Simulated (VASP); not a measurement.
# CrSi5O12: single point with PBEsol+U

CrSi5O12:

```
Cr Si O
1.0
     9.83272    0.00000    0.00000
    -2.45818    4.25769    0.00000
     0.00000    0.00000    5.40840
Cr Si O
1 5 12
Direct
  0.22742 0.00846 0.67160
  0.73218 0.98652 0.66109
  0.99514 0.45578 0.33336
  0.50222 0.46095 0.32611
  0.26880 0.55272 0.01585
  0.76865 0.52412 0.99063
  0.20244 0.32069 0.77618
  0.70364 0.25788 0.77602
  0.36617 0.12449 0.43276
  0.85722 0.12060 0.43467
  0.43331 0.59122 0.11266
  0.93263 0.57511 0.10257
  0.14053 0.41471 0.23882
  0.64018 0.41126 0.21173
  0.04622 0.70896 0.55863
  0.56704 0.70972 0.55346
  0.29723 0.89440 0.92847
  0.79838 0.85336 0.87600
```

```
Program                : VASP 6.6.1
Task                   : single point
Functional             : PBEsol
Potentials or basis    : VASP PAW PBE potentials, release 64 (Cr_pv, Si, O)
Cutoff                 : 520 eV
k mesh                 : 4 × 4 × 3
Occupations            : gaussian, width 0.05 eV
Spin                   : collinear spin, ferromagnetic start
Starting moments       : [1.66, 0.0, 0.0, 0.0, 0.0, 0.0, 0.01, 0.0, 0.0, 0.0, 0.0, 0.0, 0.0, 0.0, 0.01, 0.0, 0.0, 0.0] μB
Hubbard terms          : Cr d U = 3.0 eV
Dipole correction      : no
Further INCAR settings : LREAL = Auto; ALGO = Normal; EDIFF = 1e-06; NBANDS = 71
```

```json
{"Pressure": "2.5 GPa", "Largest force": "0.195 eV/Å", "Band gap on the k mesh": "2.04 eV (least direct gap 2.21 eV)", "Net moment": "2.00 μB per cell", "Site moments": "Cr +1.90; Si +0.00, +0.01 (each value once); O +0.01, +0.00, -0.00 (each value once) μB", "Valence electrons inside the program's atomic spheres": "Cr 11.10; Si 1.66, 1.65 (each value once); O 5.12, 5.22, 5.21 (each value once)"}
```

Forces on the atoms (eV/Å):
```
Cr  -0.015  0.018  0.011
Si  -0.024  0.002  0.003
Si   0.016 -0.045 -0.041
Si   0.029  0.029 -0.011
Si   0.027  0.001  0.039
Si  -0.001  0.009 -0.003
O   -0.128  0.111  0.012
O   -0.018  0.010 -0.009
O    0.099 -0.017 -0.127
O    0.011 -0.022 -0.020
O    0.016  0.019 -0.013
O    0.030  0.013 -0.005
O    0.020 -0.011  0.013
O    0.018 -0.014  0.015
O   -0.148 -0.124 -0.029
O   -0.025 -0.022  0.009
O    0.084  0.018  0.143
O    0.009  0.024  0.012
```

Stress tensor (GPa, compression positive):
```
 1.80  0.31  0.08
 0.31  2.70 -0.22
 0.08 -0.22  3.03
```

Levels at points of the mesh, in eV from the valence-band top:
Spin up:
| k point | band 49 | band 50 | band 51 | band 52 | band 53 | band 54 | band 55 | band 56 | band 57 | band 58 |
| --- | --- | --- | --- | --- | --- | --- | --- | --- | --- | --- |
| (0.00, 0.00, 0.00) | -1.69 | -1.57 | -1.40 | -0.50 | -0.01 | 2.33 | 2.36 | 2.41 | 4.56 | 5.04 |
| (0.50, 0.00, 0.00) | -1.64 | -1.50 | -1.47 | -0.51 | 0.00 | 2.31 | 2.35 | 2.41 | 5.04 | 5.42 |
| (0.00, 0.50, 0.00) | -1.57 | -1.42 | -1.35 | -0.36 | -0.23 | 2.13 | 2.45 | 2.50 | 5.04 | 6.80 |
| (0.50, 0.50, 0.00) | -1.66 | -1.42 | -1.37 | -0.37 | -0.21 | 2.13 | 2.43 | 2.50 | 5.04 | 6.59 |
Spin down:
```tsv
k point	band 49	band 50	band 51	band 52	band 53	band 54
(0.00, 0.00, 0.00)	-1.59	-1.52	-1.37	3.25	3.40	3.44
(0.50, 0.00, 0.00)	-1.57	-1.47	-1.42	3.25	3.38	3.45
(0.00, 0.50, 0.00)	-1.55	-1.37	-1.32	3.18	3.34	3.39
(0.50, 0.50, 0.00)	-1.60	-1.37	-1.34	3.18	3.34	3.39
```

Eigenvalues of the final occupation matrices:
```csv
site,spin,trace,eigenvalues
site 1 d,1,3.06,0.35 0.37 0.39 0.97 0.97
site 1 d,2,1.18,0.13 0.15 0.28 0.30 0.31
```

Run time: 8.1 min on 4 MPI ranks on Intel(R) Xeon(R) Platinum 8488C (Sapphire Rapids), with other jobs on the host, peak memory 0.77 GiB a rank.

Caveat: the PAW data sets were made with another functional, which shifts forces and pressure a little; a cell with one magnetic atom can't hold antiferromagnetic order, which such compounds often take. A k mesh can miss the band edges.
